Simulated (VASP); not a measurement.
# Rb2BrCl (R-3m) in VASP: further runs

The runs below take Rb2BrCl through single point, with r2SCAN.

Everything below comes from runs of VASP 6.6.1. Logs are shortened: lines on timing, memory, paths and dates and some standing lists are left out, and cuts for length are marked.

### Step 1. The cell of the first run

It takes space group R-3m (No. 166, trigonal). The conventional cell has a = 4.781 Å, b = 4.781 Å, c = 23.462 Å, α = 90.00°, β = 90.00°, γ = 120.00°. Within 4.4 Å of Cl (site symmetry -3m) lie 6 Rb at 3.33 Å. Br (site symmetry -3m) has 6 Rb at 3.44 Å within 4.5 Å. Within 4.4 Å of Rb (site symmetry 3m) lie 3 Cl at 3.33 Å and 3 Br at 3.44 Å.

### Step 2. Single point, r2SCAN

POSCAR

```
Rb2BrCl
1.0
    2.3904422400      1.3801224708      7.8205418499
   -2.3904422400      1.3801224708      7.8205418499
    0.0000000000     -2.7602449415      7.8205418499
Cl Br Rb
1 1 2
Direct
    1.0000000000      0.0000000000      0.0000000000
    0.5000000000      0.5000000000      0.5000000000
    0.2539867098      0.2539867098      0.2539867098
    0.7460132902      0.7460132902      0.7460132902
```

INCAR.step1

```
SYSTEM = Rb2BrCl
  PREC = Accurate
  ENCUT = 520
  ISMEAR = 0
  SIGMA = 0.01
  LREAL = .False.
  LASPH = .True.
  NELM = 80
  NBANDS = 24
  GGA = PE
  ALGO = Normal
  EDIFF = 1E-4
  LWAVE = .True.
  LCHARG = .False.
```

INCAR.step2

```
SYSTEM = Rb2BrCl
  PREC = Accurate
  ENCUT = 520
  EDIFF = 1E-7
  ISMEAR = 0
  SIGMA = 0.01
  LREAL = .False.
  LASPH = .True.
  NELM = 80
  ALGO = Normal
  ISIF = 2
  LWAVE = .False.
  LCHARG = .False.
  METAGGA = R2SCAN
  LMIXTAU = .True.
  NBANDS = 24
  ISTART = 1
```

KPOINTS

```
regular mesh
0
Gamma
  6 6 6
  0 0 0
```

Potentials or basis: VASP PAW PBE potentials, release 64 (Cl, Br, Rb_sv).

Run with:

```bash
$ cat potpaw_PBE.64/Cl/POTCAR potpaw_PBE.64/Br/POTCAR potpaw_PBE.64/Rb_sv/POTCAR > POTCAR
$ cp INCAR.step1 INCAR
$ mpirun -np 1 vasp_std > vasp.out
$ cp INCAR.step2 INCAR
$ mpirun -np 1 vasp_std > vasp.out
```

OUTCAR:

```text
SYSTEM = Rb2BrCl
   PREC = Accurate
   ENCUT = 520
   EDIFF = 1E-7
   ISMEAR = 0
   LREAL = .False.
   LASPH = .True.
   NELM = 80
   ISIF = 2
   METAGGA = R2SCAN
   ISTART = 1

 ion  position               nearest neighbor table
   1  0.000  0.000  0.000-   4 3.33   4 3.33   3 3.33   3 3.33   4 3.33   3 3.33
   2  0.500  0.500  0.500-   3 3.44   3 3.44   4 3.44   4 3.44   3 3.44   4 3.44
   3  0.254  0.254  0.254-   1 3.33   1 3.33   1 3.33   2 3.44   2 3.44   2 3.44   4 4.63   4 4.63
                             4 4.63   4 4.94   4 4.94   4 4.94
   4  0.746  0.746  0.746-   1 3.33   1 3.33   1 3.33   2 3.44   2 3.44   2 3.44   3 4.63   3 4.63
                             3 4.63   3 4.94   3 4.94   3 4.94

  LATTYP: Found a trigonal (rhomboedric) cell.
 ALAT       =     8.2933604144
 COS(alpha) =     0.8338404048

  Lattice vectors:

 A1 = (   2.3904422400,   1.3801224708,   7.8205418499)
 A2 = (  -2.3904422400,   1.3801224708,   7.8205418499)
 A3 = (   0.0000000000,  -2.7602449415,   7.8205418499)

Analysis of symmetry for initial positions (statically):
=====================================================================
 Subroutine PRICEL returns:
 Original cell was already a primitive cell.

 Routine SETGRP: Setting up the symmetry group for a
 trigonal (rhombohedral) supercell.

 Subroutine GETGRP returns: Found 12 space group operations
 (whereof 12 operations were pure point group operations)
 out of a pool of 12 trial point group operations.

The static configuration has the point symmetry D_3d.

Analysis of symmetry for dynamics (positions and initial velocities):
=====================================================================
 Subroutine PRICEL returns:
 Original cell was already a primitive cell.

 Routine SETGRP: Setting up the symmetry group for a
 trigonal (rhombohedral) supercell.

 Subroutine GETGRP returns: Found 12 space group operations
 (whereof 12 operations were pure point group operations)
 out of a pool of 12 trial point group operations.

The dynamic configuration has the point symmetry D_3d.

 Subroutine INISYM returns: Found 12 space group operations
 (whereof 12 operations are pure point group operations),
 and found     1 'primitive' translations

----------------------------------------------------------------------------------------

                                     Primitive cell

  volume of cell :     154.8046

  direct lattice vectors                    reciprocal lattice vectors
     2.390442240  1.380122471  7.820541850     0.209166317  0.120762230  0.042622793
    -2.390442240  1.380122471  7.820541850    -0.209166317  0.120762230  0.042622793
     0.000000000 -2.760244941  7.820541850     0.000000000 -0.241524459  0.042622793

  length of vectors
     8.293360414  8.293360414  8.293360414     0.245256533  0.245256533  0.245256533

  position of ions in fractional coordinates (direct lattice)
     0.000000000  0.000000000  0.000000000
     0.500000000  0.500000000  0.500000000
     0.253986710  0.253986710  0.253986710
     0.746013290  0.746013290  0.746013290

  ion indices of the primitive-cell ions
   primitive index   ion index
                 1           1
                 2           2
                 3           3
                 4           4

----------------------------------------------------------------------------------------

 KPOINTS: regular mesh

Automatic generation of k-mesh.
 Grid dimensions read from file:
 generate k-points for:    6    6    6

 Generating k-lattice:

  Cartesian coordinates                     Fractional coordinates (reciprocal lattice)
     0.034861053  0.020127038  0.007103799     0.166666667 -0.000000000  0.000000000
    -0.034861053  0.020127038  0.007103799    -0.000000000  0.166666667  0.000000000
     0.000000000 -0.040254077  0.007103799     0.000000000  0.000000000  0.166666667

  Length of vectors
     0.040876089  0.040876089  0.040876089

  Shift w.r.t. Gamma in fractional coordinates (k-lattice)
     0.000000000  0.000000000  0.000000000

 Subroutine IBZKPT returns following result:
 ===========================================

 Found     32 irreducible k-points:

 Following reciprocal coordinates:
            Coordinates               Weight
  0.000000  0.000000  0.000000      1.000000
  0.166667  0.000000 -0.000000      6.000000
  0.333333  0.000000 -0.000000      6.000000
  0.500000  0.000000 -0.000000      3.000000
  0.166667  0.166667 -0.000000      6.000000
  0.333333  0.166667 -0.000000     12.000000
[... 16 lines left out ...]
  0.500000  0.500000  0.166667      6.000000
 -0.333333  0.500000  0.166667     12.000000
 [... further k-points ...]
   k-points           NKPTS =     32   k-points in BZ     NKDIM =     32   number of bands    NBANDS=     24
   number of dos      NEDOS =    301   number of ions     NIONS =      4
   total plane-waves  NPLWV = 262144
   dimension x,y,z NGX =    64 NGY =   64 NGZ =   64
[... 71 lines left out ...]
  band No.  band energies     occupation
      1     -27.2616      2.00000
      2     -27.2496      2.00000
      3     -15.0953      2.00000
      4     -14.6800      2.00000
      5     -10.7859      2.00000
      6     -10.7859      2.00000
[... 16 lines left out ...]
     23       7.0356      0.00000
     24       7.0356      0.00000

 k-point     2 :       0.1667    0.0000   -0.0000
  band No.  band energies     occupation
      1     -27.2590      2.00000
      2     -27.2486      2.00000
      3     -15.0912      2.00000
      4     -14.6718      2.00000
      5     -10.8427      2.00000
      6     -10.7977      2.00000
[... 16 lines left out ...]
     23       7.2485      0.00000
     24       7.5182      0.00000

 k-point     3 :       0.3333    0.0000   -0.0000
  band No.  band energies     occupation
      1     -27.2531      2.00000
      2     -27.2472      2.00000
      3     -15.0848      2.00000
      4     -14.6530      2.00000
      5     -10.9212      2.00000
      6     -10.8199      2.00000
[... 16 lines left out ...]
     23       7.5755      0.00000
     24       7.6825      0.00000

 k-point     4 :       0.5000    0.0000   -0.0000
  band No.  band energies     occupation
      1     -27.2490      2.00000
      2     -27.2477      2.00000
      3     -15.0814      2.00000
      4     -14.6439      2.00000
      5     -10.8959      2.00000
      6     -10.8563      2.00000
[... 16 lines left out ...]
     23       7.8996      0.00000
     24       8.2479      0.00000

 k-point     5 :       0.1667    0.1667   -0.0000
  band No.  band energies     occupation
      1     -27.2588      2.00000
      2     -27.2488      2.00000
      3     -15.0911      2.00000
      4     -14.6720      2.00000
      5     -10.8294      2.00000
      6     -10.8042      2.00000
[... 16 lines left out ...]
     23       7.4222      0.00000
     24       7.4327      0.00000

 k-point     6 :       0.3333    0.1667   -0.0000
  band No.  band energies     occupation
      1     -27.2545      2.00000
      2     -27.2477      2.00000
      3     -15.0864      2.00000
      4     -14.6576      2.00000
      5     -10.8827      2.00000
      6     -10.8671      2.00000
[... 16 lines left out ...]
     23       7.3271      0.00000
     24       7.6995      0.00000
[... 379 lines left out ...]
 k-point    21 :      -0.3333    0.3333    0.1667
  band No.  band energies     occupation
      1     -27.2490      2.00000
      2     -27.2477      2.00000
      3     -15.0816      2.00000
      4     -14.6436      2.00000
      5     -10.8923      2.00000
      6     -10.8607      2.00000
[... 16 lines left out ...]
     23       7.8744      0.00000
     24       8.4086      0.00000

 k-point    22 :      -0.1667    0.3333    0.1667
  band No.  band energies     occupation
      1     -27.2502      2.00000
      2     -27.2466      2.00000
      3     -15.0826      2.00000
      4     -14.6418      2.00000
      5     -10.9480      2.00000
      6     -10.8882      2.00000
[... 16 lines left out ...]
     23       7.6968      0.00000
     24       7.9023      0.00000

 k-point    23 :       0.5000    0.5000    0.1667
  band No.  band energies     occupation
      1     -27.2520      2.00000
      2     -27.2483      2.00000
      3     -15.0864      2.00000
      4     -14.6515      2.00000
      5     -10.8990      2.00000
      6     -10.8420      2.00000
[... 16 lines left out ...]
     23       7.9925      0.00000
     24       8.0134      0.00000

 k-point    24 :      -0.3333    0.5000    0.1667
  band No.  band energies     occupation
      1     -27.2494      2.00000
      2     -27.2473      2.00000
      3     -15.0824      2.00000
      4     -14.6426      2.00000
      5     -10.9276      2.00000
      6     -10.8400      2.00000
[... 16 lines left out ...]
     23       8.1702      0.00000
     24       8.2611      0.00000

 [... further k-points ...]

------------------------ aborting loop because EDIFF is reached ----------------------------------------

  FORCE on cell =-STRESS in cart. coord.  units (eV):
  Direction    XX          YY          ZZ          XY          YZ          ZX
  --------------------------------------------------------------------------------------
  -------------------------------------------------------------------------------------
  Total        0.0290727      0.0290727      0.0254343     -0.0000000      0.0000000      0.0000000
  in kB        0.3008928      0.3008928      0.2632363     -0.0000000      0.0000000      0.0000000
  external PRESSURE =       0.2883406 kB  Pullay stress =       0.0000000 kB

 VOLUME and BASIS-vectors are now :
 -----------------------------------------------------------------------------
  energy-cutoff  :      520.00
  volume of cell :      154.80
      direct lattice vectors                 reciprocal lattice vectors
     2.390442240  1.380122471  7.820541850     0.209166317  0.120762230  0.042622793
    -2.390442240  1.380122471  7.820541850    -0.209166317  0.120762230  0.042622793
     0.000000000 -2.760244941  7.820541850     0.000000000 -0.241524459  0.042622793

 POSITION                                       TOTAL-FORCE (eV/Angst)
 -----------------------------------------------------------------------------------
      0.00000      0.00000      0.00000        -0.000000     -0.000000      0.000000
      0.00000      0.00000     11.73081         0.000000     -0.000000      0.000000
      0.00000      0.00000      5.95894        -0.000000     -0.000000     -0.001321
      0.00000      0.00000     17.50268        -0.000000      0.000000      0.001321
 -----------------------------------------------------------------------------------
    total drift:                                0.000000      0.000000     -0.000000

  FREE ENERGIE OF THE ION-ELECTRON SYSTEM (eV)
  ---------------------------------------------------
  free  energy   TOTEN  =       -55.5303508516 eV

  energy  without entropy=      -55.5303508516  energy(sigma->0) =      -55.53035085
```

Run time: 9.1 min. Hardware: 1 thread of Intel Xeon 6975P-C (Granite Rapids), shared host; peak memory 0.69 GiB.

What came out:

```
Free energy            : -55.5304 eV
Pressure               : 0.0 GPa
Band gap on the k mesh : 5.03 eV
```

Caveat: the PAW data sets were made with another functional, which shifts forces and pressure a little.

### Step 3. Single point, r2SCAN

POSCAR is that of step 2.

INCAR.step1

```
PREC = Accurate ; ENCUT = 520
ISMEAR = 0 ; SIGMA = 0.01
LREAL = F ; LASPH = T
NELM = 80 ; NBANDS = 24
GGA = PE ; ALGO = Normal
EDIFF = 1E-4 ; LWAVE = T
LCHARG = F
```

INCAR.step2

```
PREC = Accurate ; ENCUT = 520
EDIFF = 1E-6 ; ISMEAR = 0
SIGMA = 0.01 ; LREAL = F
LASPH = T ; NELM = 80
ALGO = Normal ; ISIF = 2
LWAVE = F ; LCHARG = F
METAGGA = R2SCAN ; LMIXTAU = T
NBANDS = 24 ; ISTART = 1
```

KPOINTS

```
regular mesh
0
Gamma
  6 6 6
```

Potentials or basis: VASP PAW PBE potentials, release 64 (Cl, Br, Rb_sv).

Run with:

```bash
$ cat potpaw_PBE.64/Cl/POTCAR potpaw_PBE.64/Br/POTCAR potpaw_PBE.64/Rb_sv/POTCAR > POTCAR
$ cp INCAR.step1 INCAR
$ mpirun -np 1 vasp_std > vasp.out
$ cp INCAR.step2 INCAR
$ mpirun -np 1 vasp_std > vasp.out
```

Run time: 8.8 min. Hardware: 1 thread of Intel Xeon 6975P-C (Granite Rapids), shared host; peak memory 0.69 GiB.

The run converged. Its results:

```yaml
Free_energy: -55.5304 eV
Pressure: 0.0 GPa
Band_gap_on_the_k_mesh: 5.03 eV
```

Levels at points of the mesh, in eV from the valence-band top:
```tsv
k point	band 12	band 13	band 14	band 15	band 16	band 17	band 18	band 19	band 20	band 21
(0.00, 0.00, 0.00)	-0.67	-0.67	-0.15	0.00	0.00	5.03	7.46	8.06	8.06	8.11
(0.50, 0.00, 0.00)	-0.68	-0.66	-0.59	-0.29	-0.14	7.03	7.08	7.72	8.21	9.88
(0.50, 0.50, 0.00)	-0.71	-0.68	-0.43	-0.23	-0.13	6.20	7.49	8.11	8.15	9.69
(0.50, 0.50, 0.50)	-0.63	-0.63	-0.49	-0.05	-0.05	6.25	6.30	7.53	8.03	8.76
```

Caveat: the PAW data sets were made with another functional, which shifts forces and pressure a little. A k mesh can miss the band edges.

### Step 4. Single point, r2SCAN (39.86 Å³/atom)

This run uses another cell than the first one, of 39.86 Å³/atom.

POSCAR

```
Rb2BrCl
1.0
    2.4141115243      1.3937879384      7.8979779933
   -2.4141115243      1.3937879384      7.8979779933
    0.0000000000     -2.7875758768      7.8979779933
Cl Br Rb
1 1 2
Direct
    1.0000000000      0.0000000000      0.0000000000
    0.5000000000      0.5000000000      0.5000000000
    0.2539867098      0.2539867098      0.2539867098
    0.7460132902      0.7460132902      0.7460132902
```

INCAR.step1

```
SYSTEM = Rb2BrCl
PREC = Accurate
ENCUT = 520
ISMEAR = 0
SIGMA = 0.01
LREAL = .False.
LASPH = .True.
NELM = 100
NBANDS = 24
GGA = PE
ALGO = Normal
EDIFF = 1E-4
LWAVE = .True.
LCHARG = .False.
```

INCAR.step2

```
SYSTEM = Rb2BrCl
PREC = Accurate
ENCUT = 520
EDIFF = 1E-6
ISMEAR = 0
SIGMA = 0.01
LREAL = .False.
LASPH = .True.
NELM = 100
ALGO = Normal
ISIF = 2
LWAVE = .False.
LCHARG = .False.
METAGGA = R2SCAN
LMIXTAU = .True.
NBANDS = 24
ISTART = 1
```

KPOINTS

```
regular mesh
0
Gamma
  6 6 6
  0 0 0
```

Run with:

```bash
$ cat potpaw_PBE.64/Cl/POTCAR potpaw_PBE.64/Br/POTCAR potpaw_PBE.64/Rb_sv/POTCAR > POTCAR
$ cp INCAR.step1 INCAR
$ mpirun -np 1 vasp_std > vasp.out
$ cp INCAR.step2 INCAR
$ mpirun -np 1 vasp_std > vasp.out
```

Run time: 9 min. Hardware: 1 thread of Intel Xeon 6975P-C (Granite Rapids), shared host; peak memory 0.69 GiB.

Results (log left out):

```
Free energy            : -55.5254 eV
Pressure               : -0.4 GPa
Largest force          : 0.007 eV/Å
Band gap on the k mesh : 4.95 eV
```

Forces in eV/Å, atoms in the order of the input:
```
Cl   0.000  0.000  0.000
Br   0.000  0.000  0.000
Rb   0.000  0.000 -0.007
Rb   0.000  0.000  0.007
```

Levels at points of the mesh, in eV from the valence-band top:
| k point | band 13 | band 14 | band 15 | band 16 | band 17 | band 18 | band 19 | band 20 |
| --- | --- | --- | --- | --- | --- | --- | --- | --- |
| (0.00, 0.00, 0.00) | -0.64 | -0.15 | 0.00 | 0.00 | 4.95 | 7.38 | 8.02 | 8.04 |
| (0.50, 0.00, 0.00) | -0.65 | -0.56 | -0.28 | -0.14 | 7.02 | 7.06 | 7.61 | 8.08 |
| (0.50, 0.50, 0.00) | -0.66 | -0.41 | -0.23 | -0.12 | 6.22 | 7.41 | 8.01 | 8.02 |
| (0.50, 0.50, 0.50) | -0.61 | -0.47 | -0.04 | -0.04 | 6.13 | 6.18 | 7.51 | 7.99 |

Caveat: the PAW data sets were made with another functional, which shifts forces and pressure a little.

### Step 5. Single point, r2SCAN (41.02 Å³/atom)

This run uses another cell than the first one, of 41.02 Å³/atom.

POSCAR

```
Rb2BrCl
1.0
    2.4373255592      1.4071905677      7.9739247484
   -2.4373255592      1.4071905677      7.9739247484
    0.0000000000     -2.8143811354      7.9739247484
Cl Br Rb
1 1 2
Direct
    1.0000000000      0.0000000000      0.0000000000
    0.5000000000      0.5000000000      0.5000000000
    0.2539867098      0.2539867098      0.2539867098
    0.7460132902      0.7460132902      0.7460132902
```

INCAR.step1

```
PREC     = Accurate       # precision mode
ENCUT    = 520            # plane-wave cutoff, eV
ISMEAR   = 0              # smearing method
SIGMA    = 0.01           # smearing width, eV
LREAL    = F              # projectors in reciprocal space
LASPH    = T              # aspherical terms in the spheres
NELM     = 100            # most SCF steps
NBANDS   = 24             # bands
GGA      = PE             # functional
ALGO     = Normal         # electronic algorithm
EDIFF    = 1E-4           # SCF threshold, eV
LWAVE    = T              # write WAVECAR
LCHARG   = F              # write CHGCAR
```

INCAR.step2

```
PREC     = Accurate       # precision mode
ENCUT    = 520            # plane-wave cutoff, eV
EDIFF    = 1E-6           # SCF threshold, eV
ISMEAR   = 0              # smearing method
SIGMA    = 0.01           # smearing width, eV
LREAL    = F              # projectors in reciprocal space
LASPH    = T              # aspherical terms in the spheres
NELM     = 100            # most SCF steps
ALGO     = Normal         # electronic algorithm
ISIF     = 2              # what is computed and relaxed
LWAVE    = F              # write WAVECAR
LCHARG   = T              # write CHGCAR
METAGGA  = R2SCAN         # meta-GGA
LMIXTAU  = T            
LELF     = T              # ELF
LVHAR    = T            
NBANDS   = 24             # bands
ISTART   = 1
```

KPOINTS

```
Automatic mesh
0
Gamma
  6 6 6
```

Run with:

```bash
$ cat potpaw_PBE.64/Cl/POTCAR potpaw_PBE.64/Br/POTCAR potpaw_PBE.64/Rb_sv/POTCAR > POTCAR
$ cp INCAR.step1 INCAR
$ mpirun -np 1 vasp_std > vasp.out
$ cp INCAR.step2 INCAR
$ mpirun -np 1 vasp_std > vasp.out
```

Run time: 9.2 min. Hardware: 1 thread of Intel Xeon 6975P-C (Granite Rapids), shared host; peak memory 0.7 GiB.

Results (log left out):

```yaml
Free_energy: -55.5092 eV
Pressure: -0.7 GPa
Largest_force: 0.012 eV/Å
Band_gap_on_the_k_mesh: 4.87 eV
```

Forces on the atoms (eV/Å):
```
Cl   0.000  0.000  0.000
Br   0.000  0.000  0.000
Rb   0.000  0.000 -0.012
Rb   0.000  0.000  0.012
```

Levels at points of the mesh, in eV from the valence-band top:
```tsv
k point	band 12	band 13	band 14	band 15	band 16	band 17	band 18	band 19	band 20	band 21
(0.00, 0.00, 0.00)	-0.62	-0.62	-0.15	0.00	0.00	4.87	7.30	7.92	8.02	8.02
(0.50, 0.00, 0.00)	-0.65	-0.63	-0.54	-0.27	-0.13	7.00	7.04	7.50	7.96	9.61
(0.50, 0.50, 0.00)	-0.68	-0.64	-0.40	-0.22	-0.12	6.24	7.32	7.90	7.90	9.38
(0.50, 0.50, 0.50)	-0.60	-0.60	-0.45	-0.04	-0.04	6.03	6.06	7.48	7.95	8.68
```

Caveat: the PAW data sets were made with another functional, which shifts forces and pressure a little.

### Step 6. Overview

```csv
cell,gap on the mesh (eV),pressure (GPa),largest force (eV/Å)
"a = 8.293 Å, angles 33.5°, 4 atoms",5.03,0.0,-
"a = 8.375 Å, angles 33.5°, 4 atoms",4.95,-0.4,0.01
"a = 8.456 Å, angles 33.5°, 4 atoms",4.87,-0.7,0.01
```

Alike in all rows: task single point; level r2SCAN; potentials or basis VASP PAW PBE potentials, release 64 (Cl, Br, Rb_sv); no spin polarisation; k mesh 6 × 6 × 6; cutoff (eV) 520; smearing gaussian 0.01 eV.

Caveats: the PAW data sets were made with another functional, which shifts forces and pressure a little.

Absolute energies hang on the potentials; compare differences alone.
